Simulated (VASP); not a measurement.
Input of a VASP 6.6.1 run:

File INCAR:

```
SYSTEM = Si4Mo2N
  PREC = Accurate
  ENCUT = 520
  EDIFF = 1E-7
  ISMEAR = 0
  SIGMA = 0.1
  LREAL = .FALSE.
  LASPH = .TRUE.
  NELM = 100
  ALGO = Normal
  ISIF = 2
  LWAVE = .FALSE.
  LCHARG = .FALSE.
  LDIPOL = .TRUE.
  IDIPOL = 3
  DIPOL = 0.5 0.5 0.361
  GGA = PE
  NBANDS = 34
```

The input KPOINTS:

```
Automatic mesh
0
G
  8 8 1
  0 0 0
```

File POSCAR:

```
Si4Mo2N
1.0
    3.2169717285      0.0000000000      0.0000000000
    0.0000000000      3.2169717285      0.0000000000
    0.0000000000      0.0000000000     21.8787970046
Si Mo N
4 2 1
Direct
    0.0000000000      0.0000000000      0.1828254085
    0.0000000000      0.0000000000      0.3015081460
    0.5000000000      0.5000000000      0.3593659936
    0.5000000000      0.5000000000      0.4743769505
    0.5000000000      0.5000000000      0.2421667772
    0.0000000000      0.0000000000      0.4192862006
    0.6250000000      0.6250000000      0.5463953933
```

Potentials or basis: VASP PAW PBE potentials, release 64 (Si, Mo_sv, N).

Launch:

```sh
$ cat potpaw_PBE.64/Si/POTCAR potpaw_PBE.64/Mo_sv/POTCAR potpaw_PBE.64/N/POTCAR > POTCAR
$ mpirun -np 1 vasp_std > vasp.out
```

Task: Estimate the band gap on the k mesh.

Result: Zero (an odd number of electrons rules out a gap without spin polarisation).

Task: Estimate the largest force.

Result: 0.852 eV/Å.

Forces on the atoms (eV/Å):
```
Si  -0.009 -0.009  0.553
Si   0.004  0.004 -0.370
Si  -0.016 -0.016  0.003
Si  -0.440 -0.440  0.582
Mo   0.018  0.018 -0.257
Mo   0.102  0.102 -0.584
N    0.341  0.341  0.072
```
